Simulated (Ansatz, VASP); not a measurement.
# Si3N: VASP beside Ansatz

```
Si N
1.0
     3.81552    0.00000    0.00000
    -1.90776    3.30433    0.00000
     0.00000    0.00000   25.79138
Si N
6 2
Cartesian
  1.9078 1.1014 4.0000
  0.0000 2.2029 4.7967
  0.0000 2.2029 7.1565
  1.9078 1.1014 7.9186
  1.9078 1.1014 10.3097
  0.0000 2.2029 10.9914
  -0.6359 4.4058 14.0914
  -0.6359 4.4058 15.1914
```

Alike in both runs: task single point; functional PBE; dispersion D3(BJ); k mesh 9 × 9 × 1; occupations gaussian, width 0.05 eV; no spin polarisation.

|  | VASP | Ansatz |
| --- | --- | --- |
| version | VASP 6.6.1 | Ansatz 0.2.0 |
| potentials or method | VASP PAW PBE potentials, release 64 (Si, N), cutoff 520 eV | scalar-relativistic, plane waves, PAW |
| valence electrons in the cell | 34 | 34 |

Ansatz gave:

```
gap on the k mesh at the Fermi level (eV) : none
rms of the force components (eV/Å)        : 0.200
```

Q: Estimate VASP's values.

A: gap on the k mesh at the Fermi level (eV): none; rms of the force components (eV/Å): 0.664.

Atom by atom the forces differ by 0.520 eV/Å (rms over components). A gap of «none» marks a metal or a gap that the smearing closes. One of these differences is far larger than is usual between the two programs; its cause wasn't traced.

Noted on VASP's run: the standard files for N, O and F lose accuracy on very short bonds.
